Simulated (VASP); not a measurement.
Runs of VASP 6.6.1 on MnO. The structure is that of space group P-6m2 (No. 187), or close to it. The cells are those of the table. 

| level | cell | share of exact exchange | screening parameter | gap on the mesh (eV) | pressure (GPa) | moment (μB) |
| --- | --- | --- | --- | --- | --- | --- |
| HSE06 | a = 2.969, b = 2.969, c = 2.898 Å, angles 90.0, 90.0, 120.0°, 2 atoms | 0.25 | 0.2079 1/Å | (b) | (a) | 5.00 |
| PBE0 | a = 3.036, b = 3.036, c = 2.790 Å, angles 90.0, 90.0, 120.0°, 2 atoms | 0.25 | - | (c) | 0.4 | 5.00 |
| r2SCAN50 | a = 2.969, b = 2.969, c = 2.898 Å, angles 90.0, 90.0, 120.0°, 2 atoms | 0.5 | - | 4.97 | -3.8 | 5.00 |
| PBEsol-based screened hybrid with 25 % exact exchange | a = 2.969, b = 2.969, c = 2.898 Å, angles 90.0, 90.0, 120.0°, 2 atoms | 0.25 | 0.207 1/Å | 1.22 | -4.6 | 5.00 |

Alike in all rows: task single point; potentials or basis VASP PAW PBE potentials, release 64 (Mn_pv, O); spin collinear, ferromagnetic start; k mesh 5 × 5 × 5; cutoff (eV) 520; smearing fermi-dirac 0.05 eV.

**Question.** Estimate the missing entries.

**Answer.** (a) -0.1; (b) 1.29; (c) 1.97.

Caveats: all runs use coarse meshes; the PAW data sets were made with another functional, which shifts forces and pressure a little; a cell with one magnetic atom can't hold antiferromagnetic order, which such compounds often take.

A k mesh can miss the band edges.
